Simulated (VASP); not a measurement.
A run of VASP 6.6.1 is set up as follows.

INCAR

```
  ALGO = Normal
  EDIFF = 1E-7
  ENCUT = 520
  GGA = PE
  ISIF = 2
  ISMEAR = 0
  IVDW = 12
  LASPH = T
  LCHARG = F
  LREAL = F
  LWAVE = F
  NBANDS = 35
  NELM = 100
  PREC = Accurate
  SIGMA = 0.02
```

Contents of KPOINTS:

```
k-points
0
Gamma
  6 6 6
```

POSCAR

```
Al2O3
1.0
    2.3899039648      1.3798116973      4.3460232837
   -2.3899039648      1.3798116973      4.3460232837
    0.0000000000     -2.7596233949      4.3460232836
Al O
4 6
Direct
    0.3521006424      0.3521006424      0.3521006424
    0.1478993576      0.1478993576      0.1478993576
    0.6478993576      0.6478993576      0.6478993576
    0.8521006424      0.8521006424      0.8521006424
    0.5564038293      0.9435961707      0.2500000000
    0.2500000000      0.5564038293      0.9435961707
    0.9435961707      0.2500000000      0.5564038293
    0.4435961707      0.0564038293      0.7500000000
    0.7500000000      0.4435961707      0.0564038293
    0.0564038293      0.7500000000      0.4435961707
```

Potentials or basis: VASP PAW PBE potentials, release 64 (Al, O).

Launch:

```sh
$ cat potpaw_PBE.64/Al/POTCAR potpaw_PBE.64/O/POTCAR > POTCAR
$ mpirun -np 1 vasp_std > vasp.out
```

(1) Predict the largest force.

(2) What does it give for the dispersion energy per atom?

## Answers

(1) 0.003 eV/Å.

(2) -0.234 eV.
